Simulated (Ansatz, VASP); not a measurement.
Ge2Sb2Te5: VASP beside Ansatz

The input INCAR:

```
PREC = Accurate
ENCUT = 520
EDIFF = 1E-6
ISMEAR = 0
SIGMA = 0.1
LREAL = F
LASPH = T
NELM = 80
ALGO = Normal
ISIF = 2
LWAVE = F
LCHARG = F
GGA = PS
NBANDS = 44
```

Contents of KPOINTS:

```
Automatic mesh
0
Gamma
  4 4 4
```

Contents of POSCAR:

```
Ge2Sb2Te5
1.0
    6.8391360000     -3.0660060000      0.0000000000
    6.8391360000      3.0660060000      0.0000000000
   -6.8309770000      0.0000000000      6.8476090000
Ge Sb Te
2 2 5
Direct
    0.4973430000      0.4973430000      0.0110440000
    0.2842870000      0.2842870000      0.1878300000
    0.1118700000      0.1118700000      0.4173520000
    0.9017080000      0.9017080000      0.5878730000
    0.3999590000      0.3999590000      0.5971180000
    0.2065190000      0.2065190000      0.8098030000
    0.0083240000      0.0083240000      0.0064350000
    0.7952880000      0.7952880000      0.1961120000
    0.5947020000      0.5947020000      0.3864330000
```

Input for Ansatz:

```yaml
crystal:
  lattice:
    - [6.839136, -3.066006, 0.0]
    - [6.839136, 3.066006, 0.0]
    - [-6.830977, 0.0, 6.847609]
  atoms:
    - { symbol: Ge, position: [0.497343, 0.497343, 0.011044] }
    - { symbol: Ge, position: [0.284287, 0.284287, 0.18783] }
    - { symbol: Sb, position: [0.11187, 0.11187, 0.417352] }
    - { symbol: Sb, position: [0.901708, 0.901708, 0.587873] }
    - { symbol: Te, position: [0.399959, 0.399959, 0.597118] }
    - { symbol: Te, position: [0.206519, 0.206519, 0.809803] }
    - { symbol: Te, position: [0.008324, 0.008324, 0.006435] }
    - { symbol: Te, position: [0.795288, 0.795288, 0.196112] }
    - { symbol: Te, position: [0.594702, 0.594702, 0.386433] }
basis:
  ecutwfc: 420
kpoints:
  mp_grid: { grid: [4, 4, 4] }
hamiltonian:
  xc: pbesol
scf:
  occupations: { method: gaussian, width: 0.1 }
output:
  forces: true
  stress: true
  eigenvalues: true
```

Alike in both runs: task single point; functional PBEsol; k mesh 4 × 4 × 4; occupations gaussian, width 0.1 eV; no spin polarisation.

|  | VASP | Ansatz |
| --- | --- | --- |
| version | VASP 6.6.1 | Ansatz 0.2.0 |
| potentials or method | VASP PAW PBE potentials, release 64 (Ge_d, Sb, Te), cutoff 520 eV | scalar-relativistic, plane waves, PAW |
| valence electrons in the cell | 68 | 138 |

|  | VASP | Ansatz | Ansatz less VASP |
| --- | --- | --- | --- |
| gap on the k mesh at the Fermi level (eV) | 0.06 | 0.07 | +0.001 |
| least direct gap on the mesh (eV) | 0.06 | 0.07 | +0.001 |
| pressure (GPa) | -2.4 | -2.5 | -0.04 |
| traceless stress, the component that is largest in VASP (GPa) | -0.15 | -0.13 | +0.022 |
| rms of the force components (eV/Å) | 0.053 | 0.058 | +0.0053 |

VASP's potentials were made for PBE, not for PBEsol. Atom by atom the forces differ by 0.007 eV/Å (rms over components). With one functional, cell and mesh, what is left measures potentials, basis and numerics. VASP's potentials hold 68 valence electrons a cell and Ansatz's 138, so a difference there can come from the potentials and not from the codes.

Spin-orbit coupling is off throughout.
